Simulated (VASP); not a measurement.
Runs of VASP 6.6.1 on BN. The structure is that of space group Imm2 (No. 44), or close to it. The cells are those of the table. 

| cell | gap on the mesh (eV) | pressure (GPa) | largest force (eV/Å) |
| --- | --- | --- | --- |
| a = 2.594, b = 2.571, c = 2.297 Å, angles 64.1, 63.1, 67.6°, 2 atoms | 1.92 | (a) | 0.36 |
| a = 2.658, b = 2.567, c = 2.462 Å, angles 63.8, 60.0, 66.0°, 2 atoms | 2.87 | -13.8 | 0.18 |
| a = 2.600, b = 2.577, c = 2.201 Å, angles 65.4, 64.3, 70.0°, 2 atoms | 0.65 | 34.8 | 0.69 |
| a = 2.567, b = 2.567, c = 2.371 Å, angles 62.5, 62.5, 64.9°, 2 atoms | 3.03 | 10.6 | 0.29 |
| a = 2.668, b = 2.577, c = 2.270 Å, angles 66.4, 62.3, 70.8°, 2 atoms | 1.01 | 12.5 | 0.04 |
| a = 2.555, b = 2.577, c = 2.156 Å, angles 64.6, 65.7, 69.5°, 2 atoms | (c) | 52.9 | 1.23 |
| a = 2.589, b = 2.567, c = 2.393 Å, angles 62.8, 61.9, 65.2°, 2 atoms | 3.03 | 3.7 | 0.16 |
| a = 2.639, b = 2.571, c = 2.343 Å, angles 64.8, 61.8, 68.1°, 2 atoms | (b) | 2.9 | - |

Alike in all rows: task single point; level PBE; potentials or basis VASP PAW PBE potentials, release 64 (B, N); no spin polarisation; k mesh 12 × 12 × 12; cutoff (eV) 520; smearing gaussian 0.05 eV.

Question: Fill in the values left out.

Answer: (a) 16.4; (b) 2.01; (c) 0.39.

Caveats: forces of over 1 eV/Å act on the atoms, so gaps and moduli don't describe the material at rest (some runs).

A k mesh can miss the band edges.
